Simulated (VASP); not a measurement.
Wanted: the native input for a VASP 6.6.1 run.

```yaml
Task: single point
Functional: PBE
Potentials_or_basis: VASP PAW PBE potentials, release 64 (Li_sv, C)
Cutoff: 520 eV
k_mesh: 4 × 4 × 12
Occupations: gaussian, width 0.1 eV
Spin: collinear spin, zero start
Starting_moments: "[0.0, 0.0, 0.0] μB"
Dipole_correction: no
Further_INCAR_settings: ALGO = Normal; EDIFF = 1e-06; NBANDS = 16
```

The structure of LiC2 lies in POSCAR:

```
LiC2
1.0
    4.3602951834      0.0000000000      0.0000000000
    0.0000000000      4.3602951834      0.0000000000
    0.0000000000      0.0000000000      1.3730913654
Li C
1 2
Direct
    0.0000000000      0.0000000000      0.0000000000
    0.5000000000      0.0000000000      0.0000000000
    0.0000000000      0.5000000000      0.0000000000
```

This cell differs from its parent crystal: atoms taken out.

The input as run:

INCAR

```
ALGO = Normal
EDIFF = 1E-6
ENCUT = 520
GGA = PE
ISIF = 2
ISMEAR = 0
ISPIN = 2
LASPH = True
LCHARG = False
LORBIT = 11
LREAL = False
LWAVE = False
MAGMOM = 0 0 0
NBANDS = 16
NELM = 150
PREC = Accurate
SIGMA = 0.1
```

KPOINTS

```
k-points
0
Gamma
  4 4 12
```

Potentials or basis: VASP PAW PBE potentials, release 64 (Li_sv, C).

Launch:

```bash
$ cat potpaw_PBE.64/Li_sv/POTCAR potpaw_PBE.64/C/POTCAR > POTCAR
$ mpirun -np 1 vasp_std > vasp.out
```

It gave:

* Net moment: 0.00 μB per cell
* Valence electrons inside the program's atomic spheres: Li 2.17; C 2.53

Caveat: the k points lie up to 0.38 Å⁻¹ apart; the cell differs from its parent crystal (atoms taken out); atoms lie so close that the PAW spheres overlap strongly, which falsifies energies and pressures.

It took 33 s on 1 thread of Intel Xeon 8259CL, on a shared host, peak memory 0.14 GiB.
